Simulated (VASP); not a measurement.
# ZnS (P6_3mc) in VASP: further runs

The runs below take ZnS through single point, with PBEsol.

All numbers are computed with VASP 6.6.1; they aren't measurements. Logs are shortened: lines on timing, memory, paths and dates and some standing lists are left out, and cuts for length are marked.

### 1 The cell of the first run

Symmetry: P6_3mc, No. 186, hexagonal system. The conventional cell has a = 3.601 Å, b = 3.601 Å, c = 5.955 Å, α = 90.00°, β = 90.00°, γ = 120.00°. Within 2.9 Å of Zn (site symmetry 3m) lie 4 S at 2.21 Å. S (site symmetry 3m) has 4 Zn at 2.21 Å within 2.9 Å.

### 2 Single point, PBEsol

INCAR

```
PREC = Accurate
ENCUT = 520
EDIFF = 1E-6
ISMEAR = 0
SIGMA = 0.01
LREAL = False
LASPH = True
NELM = 80
ALGO = Normal
ISIF = 2
LWAVE = False
LCHARG = True
GGA = PS
LELF = True
LVHAR = True
NBANDS = 26
```

KPOINTS

```
regular mesh
0
Gamma
  6 6 4
```

POSCAR

```
ZnS
1.0
    3.6006786291      0.0000000000      0.0000000000
   -1.8003393145      3.1182791637      0.0000000000
    0.0000000000      0.0000000000      5.9549141085
Zn S
2 2
Direct
    0.3333333333      0.6666666667      0.0066966569
    0.6666666667      0.3333333333      0.5066966569
    0.3333333333      0.6666666667      0.3783033431
    0.6666666667      0.3333333333      0.8783033431
```

Potentials or basis: VASP PAW PBE potentials, release 64 (Zn, S).

Started as:

```
$ cat potpaw_PBE.64/Zn/POTCAR potpaw_PBE.64/S/POTCAR > POTCAR
$ mpirun -np 1 vasp_std > vasp.out
```

OUTCAR:

```text
PREC = Accurate
   ENCUT = 520
   EDIFF = 1E-6
   ISMEAR = 0
   LREAL = False
   LASPH = True
   NELM = 80
   ISIF = 2
   GGA = PS

 ion  position               nearest neighbor table
   1  0.333  0.667  0.007-   3 2.21   4 2.21   4 2.21   4 2.21
   2  0.667  0.333  0.507-   4 2.21   3 2.21   3 2.21   3 2.21
   3  0.333  0.667  0.378-   1 2.21   2 2.21   2 2.21   2 2.21
   4  0.667  0.333  0.878-   2 2.21   1 2.21   1 2.21   1 2.21

  LATTYP: Found a hexagonal cell.
 ALAT       =     3.6006786291
 C/A-ratio  =     1.6538310474

  Lattice vectors:

 A1 = (   3.6006786291,   0.0000000000,   0.0000000000)
 A2 = (  -1.8003393145,   3.1182791637,   0.0000000000)
 A3 = (   0.0000000000,   0.0000000000,   5.9549141085)

Analysis of symmetry for initial positions (statically):
=====================================================================
 Subroutine PRICEL returns:
 Original cell was already a primitive cell.

 Routine SETGRP: Setting up the symmetry group for a
 hexagonal supercell.

 Subroutine GETGRP returns: Found 12 space group operations
 (whereof  6 operations were pure point group operations)
 out of a pool of 24 trial point group operations.

The static configuration has the point symmetry C_3v.
 The point group associated with its full space group is C_6v.

Analysis of symmetry for dynamics (positions and initial velocities):
=====================================================================
 Subroutine PRICEL returns:
 Original cell was already a primitive cell.

 Routine SETGRP: Setting up the symmetry group for a
 hexagonal supercell.

 Subroutine GETGRP returns: Found 12 space group operations
 (whereof  6 operations were pure point group operations)
 out of a pool of 24 trial point group operations.

The dynamic configuration has the point symmetry C_3v.
 The point group associated with its full space group is C_6v.

 Subroutine INISYM returns: Found 12 space group operations
 (whereof  6 operations are pure point group operations),
 and found     1 'primitive' translations

----------------------------------------------------------------------------------------

                                     Primitive cell

  volume of cell :      66.8613

  direct lattice vectors                    reciprocal lattice vectors
     3.600678629  0.000000000  0.000000000     0.277725424  0.160344848  0.000000000
    -1.800339314  3.118279164  0.000000000     0.000000000  0.320689697  0.000000000
     0.000000000  0.000000000  5.954914108     0.000000000  0.000000000  0.167928535

  length of vectors
     3.600678629  3.600678629  5.954914108     0.320689697  0.320689697  0.167928535

  position of ions in fractional coordinates (direct lattice)
     0.333333333  0.666666667  0.006696657
     0.666666667  0.333333333  0.506696657
     0.333333333  0.666666667  0.378303343
     0.666666667  0.333333333  0.878303343

  ion indices of the primitive-cell ions
   primitive index   ion index
                 1           1
                 2           2
                 3           3
                 4           4

----------------------------------------------------------------------------------------

 KPOINTS: regular mesh

Automatic generation of k-mesh.
 Grid dimensions read from file:
 generate k-points for:    6    6    4

 Generating k-lattice:

  Cartesian coordinates                     Fractional coordinates (reciprocal lattice)
     0.046287571  0.026724141  0.000000000     0.166666667  0.000000000  0.000000000
     0.000000000  0.053448283  0.000000000     0.000000000  0.166666667  0.000000000
     0.000000000  0.000000000  0.041982134     0.000000000  0.000000000  0.250000000

  Length of vectors
     0.053448283  0.053448283  0.041982134

  Shift w.r.t. Gamma in fractional coordinates (k-lattice)
     0.000000000  0.000000000  0.000000000

 Subroutine IBZKPT returns following result:
 ===========================================

 Found     21 irreducible k-points:

 Following reciprocal coordinates:
            Coordinates               Weight
  0.000000  0.000000  0.000000      1.000000
  0.166667  0.000000  0.000000      6.000000
  0.333333  0.000000  0.000000      6.000000
  0.500000  0.000000  0.000000      3.000000
  0.166667  0.166667  0.000000      6.000000
  0.333333  0.166667  0.000000     12.000000
[... 13 lines left out ...]
  0.333333  0.166667  0.500000     12.000000
  0.333333  0.333333  0.500000      2.000000
   k-points           NKPTS =     21   k-points in BZ     NKDIM =     21   number of bands    NBANDS=     26
   number of dos      NEDOS =    301   number of ions     NIONS =      4
   total plane-waves  NPLWV =  37632
   dimension x,y,z NGX =    28 NGY =   28 NGZ =   48
   dimension x,y,z NGXF=    56 NGYF=   56 NGZF=   96
   ions per type =               2   2
   NGX,Y,Z   is equivalent  to a cutoff of  12.93, 12.93, 13.40 a.u.
   NGXF,Y,Z  is equivalent  to a cutoff of  25.86, 25.86, 26.80 a.u.
 SYSTEM =  unknown system
   PREC   = accura    normal or accurate (medium, high low for compatibility)
   ISTART =      0    job   : 0-new  1-cont  2-samecut
   ICHARG =      2    charge: 1-file 2-atom 10-const
   ISPIN  =      1    spin polarized calculation?
   LNONCOLLINEAR =      F non collinear calculations
   LSORBIT =      F    spin-orbit coupling
   LASPH  =      T    aspherical Exc in radial PAW
   ENCUT  =  520.0 eV  38.22 Ry    6.18 a.u.   6.69  6.69 11.07*2*pi/ulx,y,z
   NELM   =     80;   NELMIN=  2; NELMDL= -5     # of ELM steps
   EDIFF  = 0.1E-05   stopping-criterion for ELM
   LREAL  =      F    real-space projection
   EDIFFG = 0.1E-04   stopping-criterion for IOM
   NSW    =      0    number of steps for IOM
   IBRION =     -1    ionic relax: 0-MD 1-quasi-New 2-CG
   NFREE  =      0    steps in history (QN), initial steepest desc. (CG)
   ISIF   =      2    stress and relaxation
   ISYM   =      2    0-nonsym 1-usesym 2-fastsym
   POTIM  = 0.5000    time-step for ionic-motion
   TEBEG  =    0.0;   TEEND  =   0.0 temperature during run
   PSTRESS=    0.0 pullay stress
   NELECT =      36.0000    total number of electrons
   NUPDOWN=      -1.0000    fix difference up-down
   EMIN   =  10.00;   EMAX   =-10.00  energy-range for DOS
   EFERMI =   0.00;   METHOD = LEGACY
   ISMEAR =     0;   SIGMA  =   0.01  broadening in eV -4-tet -1-fermi 0-gaus
   EFERMI_NEDOS =   21; number of points for ismear=-14 and -15
   IALGO  =     38    algorithm
   IMIX   =      4    mixing-type and parameters
     AMIX     =   0.40;   BMIX     =  1.00
     AMIX_MAG =   1.60;   BMIX_MAG =  1.00
  volume/ion in A,a.u.               =      16.72       112.80
  Fermi-wavevector in a.u.,A,eV,Ry     =   1.331836  2.516805 24.133835  1.773787
  Thomas-Fermi vector in A             =   2.460817
   LORBIT       =      0    0 simple, 1 ext, 2 COOP (PROOUT), +10 PAW based schemes
   GGA     = PS    functional components
   LHFCALC =     F    Hartree Fock is set to
   AEXX    =    0.0000 exact exchange contribution
   IVDW    =     0    specifies the selected vdW correction
   LEPSILON=     F    determine dielectric tensor
   LRPA    =     F    only Hartree local field effects (RPA)
 non-spin polarized calculation
 Gauss-broadening in eV      SIGMA  =   0.01
  energy-cutoff  :      520.00
  volume of cell :       66.86
 maximum number of plane-waves:      1834
 NGX is ok and might be reduce to    28
   NGX = 13   NGY = 13   NGZ = 23

 number of electron      35.9999982 magnetization

 Free energy of the ion-electron system (eV)
  ---------------------------------------------------
  ext. energy  EPLUGINS =         0.00000000
  ---------------------------------------------------
  free energy    TOTEN  =       -14.73147200 eV

  energy without entropy =      -14.73147200  energy(sigma->0) =      -14.73147200

 E-fermi :   3.8462     XC(G=0): -10.6423

 val. band max:        3.7633038542   @ k =   0.0000   0.0000   0.0000
 cond. band min:       6.5451452387   @ k =   0.0000   0.0000   0.0000
 fundamental gap:      2.7818413845
 Fermi energy:         3.8461864819

 k-point     1 :       0.0000    0.0000    0.0000
  band No.  band energies     occupation
      1     -10.7527      2.00000
      2      -9.4777      2.00000
      3      -3.4849      2.00000
      4      -3.4390      2.00000
      5      -3.4390      2.00000
      6      -3.3264      2.00000
[... 18 lines left out ...]
     25      11.4220      0.00000
     26      13.5725      0.00000

 k-point     2 :       0.1667    0.0000    0.0000
  band No.  band energies     occupation
      1     -10.5089      2.00000
      2      -9.3385      2.00000
      3      -3.4881      2.00000
      4      -3.4330      2.00000
      5      -3.3942      2.00000
      6      -3.3120      2.00000
[... 18 lines left out ...]
     25      11.9260      0.00000
     26      12.4028      0.00000

 k-point     3 :       0.3333    0.0000    0.0000
  band No.  band energies     occupation
      1      -9.9087      2.00000
      2      -9.0826      2.00000
      3      -3.5483      2.00000
      4      -3.3835      2.00000
      5      -3.3295      2.00000
      6      -3.1684      2.00000
[... 18 lines left out ...]
     25      12.6053      0.00000
     26      14.1336      0.00000

 k-point     4 :       0.5000    0.0000    0.0000
  band No.  band energies     occupation
      1      -9.4764      2.00000
      2      -9.0286      2.00000
      3      -3.5206      2.00000
      4      -3.3123      2.00000
      5      -3.3084      2.00000
      6      -3.1622      2.00000
[... 18 lines left out ...]
     25      13.0523      0.00000
     26      15.6826      0.00000
[... 409 lines left out ...]
      1      -9.6376      2.00000
      2      -9.6376      2.00000
      3      -3.5605      2.00000
      4      -3.5605      2.00000
      5      -3.2969      2.00000
      6      -3.2969      2.00000
[... 18 lines left out ...]
     25      12.1940      0.00000
     26      12.1940      0.00000

 k-point    20 :       0.3333    0.1667    0.5000
  band No.  band energies     occupation
      1      -9.2456      2.00000
      2      -9.2456      2.00000
      3      -3.5141      2.00000
      4      -3.5141      2.00000
      5      -3.2131      2.00000
      6      -3.2131      2.00000
[... 18 lines left out ...]
     25      13.2348      0.00000
     26      13.2348      0.00000

 k-point    21 :       0.3333    0.3333    0.5000
  band No.  band energies     occupation
      1      -9.1096      2.00000
      2      -9.1096      2.00000
      3      -3.3746      2.00000
      4      -3.3746      2.00000
      5      -3.2793      2.00000
      6      -3.2793      2.00000
[... 18 lines left out ...]
     25      13.4567      0.00000
     26      13.4567      0.00000

------------------------ aborting loop because EDIFF is reached ----------------------------------------

  FORCE on cell =-STRESS in cart. coord.  units (eV):
  Direction    XX          YY          ZZ          XY          YZ          ZX
  --------------------------------------------------------------------------------------
  -------------------------------------------------------------------------------------
  Total        6.3554060      6.3554060      6.3474843      0.0000000      0.0000000      0.0000000
  in kB      152.2926781    152.2926781    152.1028545      0.0000000      0.0000000      0.0000000
  external PRESSURE =     152.2294036 kB  Pullay stress =       0.0000000 kB

 VOLUME and BASIS-vectors are now :
 -----------------------------------------------------------------------------
  energy-cutoff  :      520.00
  volume of cell :       66.86
      direct lattice vectors                 reciprocal lattice vectors
     3.600678629  0.000000000  0.000000000     0.277725424  0.160344848  0.000000000
    -1.800339314  3.118279164  0.000000000     0.000000000  0.320689697  0.000000000
     0.000000000  0.000000000  5.954914108     0.000000000  0.000000000  0.167928535

 POSITION                                       TOTAL-FORCE (eV/Angst)
 -----------------------------------------------------------------------------------
     -0.00000      2.07885      0.03988        -0.000000      0.000000      0.003001
      1.80034      1.03943      3.01734         0.000000     -0.000000      0.003001
     -0.00000      2.07885      2.25276         0.000000      0.000000     -0.003001
      1.80034      1.03943      5.23022        -0.000000     -0.000000     -0.003001
 -----------------------------------------------------------------------------------
    total drift:                                0.000000      0.000001      0.002619

  FREE ENERGIE OF THE ION-ELECTRON SYSTEM (eV)
  ---------------------------------------------------
  free  energy   TOTEN  =       -14.7314719977 eV

  energy  without entropy=      -14.7314719977  energy(sigma->0) =      -14.73147200
```

It took 25 s on 1 thread of Intel Xeon Platinum 8488C (Sapphire Rapids), shared host; peak memory 0.19 GiB.

Results:

- Free energy: -14.7315 eV
- Pressure: 15.2 GPa
- Largest force: 0.003 eV/Å
- Band gap on the k mesh: 2.78 eV

Forces in eV/Å, atoms in the order of the input:
```
Zn   0.000  0.000  0.003
Zn   0.000  0.000  0.003
S    0.000  0.000 -0.003
S    0.000  0.000 -0.003
```

Levels at points of the mesh, in eV from the valence-band top:
| k point | band 15 | band 16 | band 17 | band 18 | band 19 | band 20 | band 21 | band 22 |
| --- | --- | --- | --- | --- | --- | --- | --- | --- |
| (0.00, 0.00, 0.00) | -1.16 | -0.17 | 0.00 | 0.00 | 2.78 | 3.32 | 6.07 | 6.07 |
| (0.50, 0.00, 0.00) | -4.19 | -2.90 | -2.31 | -1.15 | 3.33 | 4.47 | 4.76 | 6.62 |
| (0.00, 0.00, 0.50) | -0.61 | -0.61 | -0.61 | -0.61 | 3.88 | 3.88 | 6.58 | 6.58 |
| (0.50, 0.00, 0.50) | -2.16 | -2.16 | -2.10 | -2.10 | 3.32 | 3.32 | 4.94 | 4.94 |

Caveat: the cell stands under pressure; the PAW data sets were made with another functional, which shifts forces and pressure a little. A k mesh can miss the band edges.

### 3 Single point, PBEsol

This run uses another cell than the first one, of 17.37 Å³/atom.

INCAR

```
SYSTEM = ZnS
PREC = Accurate ; ENCUT = 520
EDIFF = 1E-7 ; ISMEAR = 0
SIGMA = 0.01 ; LREAL = .False.
LASPH = .True. ; NELM = 80
ALGO = Normal ; ISIF = 2
LWAVE = .False. ; LCHARG = .False.
GGA = PS ; NBANDS = 26
```

KPOINTS

```
Automatic mesh
0
Gamma
  6 6 4
  0 0 0
```

POSCAR

```
ZnS
1.0
    3.6509500329      0.0000000000      0.0000000000
   -1.8254750164      3.1618154764      0.0000000000
    0.0000000000      0.0000000000      6.0187338269
Zn S
2 2
Direct
    0.3333333333      0.6666666667      0.0062242062
    0.6666666667      0.3333333333      0.5062242062
    0.3333333333      0.6666666667      0.3787757938
    0.6666666667      0.3333333333      0.8787757938
```

Potentials or basis: VASP PAW PBE potentials, release 64 (Zn, S).

Started as:

```
$ cat potpaw_PBE.64/Zn/POTCAR potpaw_PBE.64/S/POTCAR > POTCAR
$ mpirun -np 1 vasp_std > vasp.out
```

Run time: 26 s. Hardware: 1 thread of Intel Xeon Platinum 8488C (Sapphire Rapids), shared host; peak memory 0.19 GiB.

The run converged. Its results:

```
Free energy            : -14.9395 eV
Pressure               : 10.3 GPa
Band gap on the k mesh : 2.61 eV
```

Levels at points of the mesh, in eV from the valence-band top:
| k point | band 14 | band 15 | band 16 | band 17 | band 18 | band 19 | band 20 | band 21 | band 22 | band 23 |
| --- | --- | --- | --- | --- | --- | --- | --- | --- | --- | --- |
| (0.00, 0.00, 0.00) | -1.10 | -1.10 | -0.14 | 0.00 | 0.00 | 2.61 | 3.23 | 6.11 | 6.11 | 6.31 |
| (0.50, 0.00, 0.00) | -4.69 | -3.97 | -2.74 | -2.15 | -1.09 | 3.39 | 4.41 | 4.83 | 6.68 | 7.77 |
| (0.00, 0.00, 0.50) | -3.26 | -0.58 | -0.58 | -0.58 | -0.58 | 3.78 | 3.78 | 6.61 | 6.61 | 6.61 |
| (0.50, 0.00, 0.50) | -5.54 | -2.02 | -2.02 | -1.98 | -1.98 | 3.36 | 3.36 | 4.99 | 4.99 | 8.87 |

Caveat: the cell stands under pressure; the PAW data sets were made with another functional, which shifts forces and pressure a little.

### 4 Single point, PBEsol

This run uses another cell than the first one, of 17.83 Å³/atom.

INCAR

```
PREC     = Accurate       # precision mode
ENCUT    = 520            # plane-wave cutoff, eV
EDIFF    = 1E-6           # SCF threshold, eV
ISMEAR   = 0              # smearing method
SIGMA    = 0.01           # smearing width, eV
LREAL    = False          # projectors in reciprocal space
LASPH    = True           # aspherical terms in the spheres
NELM     = 60             # most SCF steps
ALGO     = Normal         # electronic algorithm
ISIF     = 2              # what is computed and relaxed
LWAVE    = False          # write WAVECAR
LCHARG   = True           # write CHGCAR
GGA      = PS             # functional
LELF     = True           # ELF
LVHAR    = True         
NBANDS   = 26             # bands
```

KPOINTS

```
Automatic mesh
0
Gamma
  6 6 4
```

POSCAR

```
ZnS
1.0
    3.6849134339      0.0000000000      0.0000000000
   -1.8424567170      3.1912286445      0.0000000000
    0.0000000000      0.0000000000      6.0654242723
Zn S
2 2
Direct
    0.3333333333      0.6666666667      0.0059623748
    0.6666666667      0.3333333333      0.5059623748
    0.3333333333      0.6666666667      0.3790376252
    0.6666666667      0.3333333333      0.8790376252
```

Started as:

```
$ cat potpaw_PBE.64/Zn/POTCAR potpaw_PBE.64/S/POTCAR > POTCAR
$ mpirun -np 1 vasp_std > vasp.out
```

It took 22 s on 1 thread of Intel Xeon Platinum 8488C (Sapphire Rapids), shared host; peak memory 0.19 GiB.

It converged, with:

```
Free energy            : -15.0405 eV
Pressure               : 7.3 GPa
Band gap on the k mesh : 2.50 eV
```

Levels at points of the mesh, in eV from the valence-band top:
| k point | band 15 | band 16 | band 17 | band 18 | band 19 | band 20 | band 21 | band 22 |
| --- | --- | --- | --- | --- | --- | --- | --- | --- |
| (0.00, 0.00, 0.00) | -1.06 | -0.12 | 0.00 | 0.00 | 2.50 | 3.17 | 6.14 | 6.14 |
| (0.50, 0.00, 0.00) | -3.82 | -2.64 | -2.05 | -1.04 | 3.43 | 4.37 | 4.87 | 6.72 |
| (0.00, 0.00, 0.50) | -0.56 | -0.56 | -0.56 | -0.56 | 3.71 | 3.71 | 6.63 | 6.63 |
| (0.50, 0.00, 0.50) | -1.94 | -1.94 | -1.90 | -1.90 | 3.38 | 3.38 | 5.03 | 5.03 |

Caveat: the cell stands under pressure; the PAW data sets were made with another functional, which shifts forces and pressure a little.

### 5 Single point, PBEsol

This run uses another cell than the first one, of 18.36 Å³/atom.

INCAR

```
ALGO = Normal
EDIFF = 1E-6
ENCUT = 520
GGA = PS
ISIF = 2
ISMEAR = 0
LASPH = T
LCHARG = T
LELF = T
LREAL = F
LVHAR = T
LWAVE = F
NBANDS = 26
NELM = 100
PREC = Accurate
SIGMA = 0.01
```

KPOINTS

```
k-points
0
Gamma
  6 6 4
```

POSCAR

```
ZnS
1.0
    3.7229037479      0.0000000000      0.0000000000
   -1.8614518739      3.2241292215      0.0000000000
    0.0000000000      0.0000000000      6.1196863499
Zn S
2 2
Direct
    0.3333333333      0.6666666667      0.0057146018
    0.6666666667      0.3333333333      0.5057146018
    0.3333333333      0.6666666667      0.3792853982
    0.6666666667      0.3333333333      0.8792853982
```

Started as:

```
$ cat potpaw_PBE.64/Zn/POTCAR potpaw_PBE.64/S/POTCAR > POTCAR
$ mpirun -np 1 vasp_std > vasp.out
```

Wall time 22 s (1 thread of Intel Xeon Platinum 8488C (Sapphire Rapids), shared host); peak memory 0.2 GiB.

Results (log left out):

```
Free energy            : -15.1168 eV
Pressure               : 4.3 GPa
Band gap on the k mesh : 2.36 eV
```

Levels at points of the mesh, in eV from the valence-band top:
```
           k point  band 14  band 15  band 16  band 17  band 18  band 19  band 20  band 21  band 22  band 23
(0.00, 0.00, 0.00)    -1.01    -1.01    -0.11     0.00     0.00     2.36     3.12     6.17     6.17     6.40
(0.50, 0.00, 0.00)    -4.45    -3.67    -2.52    -1.95    -1.00     3.46     4.31     4.91     6.76     7.58
(0.00, 0.00, 0.50)    -3.10    -0.53    -0.53    -0.53    -0.53     3.64     3.64     6.65     6.65     6.65
(0.50, 0.00, 0.50)    -5.25    -1.85    -1.85    -1.82    -1.82     3.40     3.40     5.06     5.06     8.82
```

Caveat: the cell stands under pressure; the PAW data sets were made with another functional, which shifts forces and pressure a little.

(Part 1 of 2 ends here.)
